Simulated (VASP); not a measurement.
Runs of VASP 6.6.1 on Ir. The structure is that of space group I4/mmm (No. 139), or close to it. The cells are those of the table. 

```csv
cell,gap on the mesh (eV),pressure (GPa)
"a = 2.666, b = 2.666, c = 2.498 Å, angles 62.1, 62.1, 55.9°, 1 atom",none,(a)
"a = 2.826, b = 2.826, c = 2.932 Å, angles 58.7, 58.7, 62.5°, 1 atom",none,-30.9
"a = 2.774, b = 2.774, c = 2.932 Å, angles 58.1, 58.1, 63.8°, 1 atom",none,-21.9
"a = 2.724, b = 2.724, c = 2.498 Å, angles 62.7, 62.7, 54.6°, 1 atom",none,62.4
```

Alike in all rows: task single point; level PBE; potentials or basis VASP PAW PBE potentials, release 64 (Ir); no spin polarisation; k mesh 22 × 22 × 22; cutoff (eV) 520; smearing gaussian 0.15 eV.

Q: Estimate the missing entries.

A: (a) 84.1.

Caveats: spin-orbit coupling is left out, which moves the levels of the heavy elements; the cell stands under pressure (at least some runs); the cell stands under tension (at least some runs).

A k mesh can miss the band edges, and the runs leave out spin-orbit coupling on Ir.

A gap of «none» marks levels without a gap at the run's occupations.
